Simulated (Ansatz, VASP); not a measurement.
Mg4Cd in VASP and in Ansatz

```
CELL_PARAMETERS angstrom
2.37330 -5.54166 0.00000
2.37330 5.54166 0.00000
0.00000 0.00000 4.68767
ATOMIC_POSITIONS crystal
Mg 0.15213 0.84787 0.00000
Mg 0.34630 0.65370 0.50000
Mg 0.84787 0.15213 0.00000
Mg 0.65370 0.34630 0.50000
Cd 0.00000 0.00000 0.50000
```

Change from the starting cell: the structure that the rattled cell fell into.

Alike in both runs: task relaxation of cell and atoms; functional PBE; k mesh 10 × 10 × 8; occupations gaussian, width 0.1 eV; no spin polarisation.

|  | VASP | Ansatz |
| --- | --- | --- |
| version | VASP 6.6.1 | Ansatz 0.2.0 |
| potentials or method | VASP PAW PBE potentials, release 64 (Mg, Cd), cutoff 600 eV | scalar-relativistic, plane waves, PAW |
| valence electrons in the cell | 20 | 60 |

|  | VASP | Ansatz | Ansatz less VASP |
| --- | --- | --- | --- |
| gap on the k mesh at the Fermi level, each at its own relaxed structure (eV) | none | none | - |
| relaxed volume (Å³/atom) | 24.53 | 24.62 | +0.088 |
| relaxed length of the cell vector where the two differ most in proportion (Å) | 5.859 | 5.870 | +0.0110 |

A gap of «none» marks a metal or a gap that the smearing closes. VASP's potentials hold 20 valence electrons a cell and Ansatz's 60, so a difference there can come from the potentials and not from the codes.
